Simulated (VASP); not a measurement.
Input of a VASP 6.6.1 run:

File INCAR:

```
  ALGO = Normal
  EDIFF = 1E-6
  ENCUT = 520
  GGA = PS
  ISIF = 2
  ISMEAR = 0
  LASPH = T
  LCHARG = F
  LREAL = F
  LWAVE = F
  NBANDS = 15
  NELM = 100
  PREC = Accurate
  SIGMA = 0.05
```

File KPOINTS:

```
k-points
0
Gamma
  6 6 6
```

POSCAR

```
KBr
1.0
    0.0000000000      3.0128882984      3.1438834418
    3.0128882984      0.0000000000      3.1438834418
    3.0128882984      3.0128882984      0.0000000000
K Br
1 1
Direct
    0.0000000000      0.0000000000      0.0000000000
    0.5000000000      0.5000000000      0.5000000000
```

Potentials or basis: VASP PAW PBE potentials, release 64 (K_sv, Br).

Run with:

```console
$ cat potpaw_PBE.64/K_sv/POTCAR potpaw_PBE.64/Br/POTCAR > POTCAR
$ mpirun -np 1 vasp_std > vasp.out
```

Q: Predict the pressure.

A: 5.7 GPa.

Q: Estimate the band gap on the k mesh.

A: 4.90 eV.

Stress tensor (GPa, compression positive):
```
6.87 0.00 0.00
0.00 6.87 0.00
0.00 0.00 3.33
```

Caveat: the cell differs from its parent crystal (strain -0.080 along x and y, -0.040 along z); the cell stands under pressure; the PAW data sets were made with another functional, which shifts forces and pressure a little. A k mesh can miss the band edges.
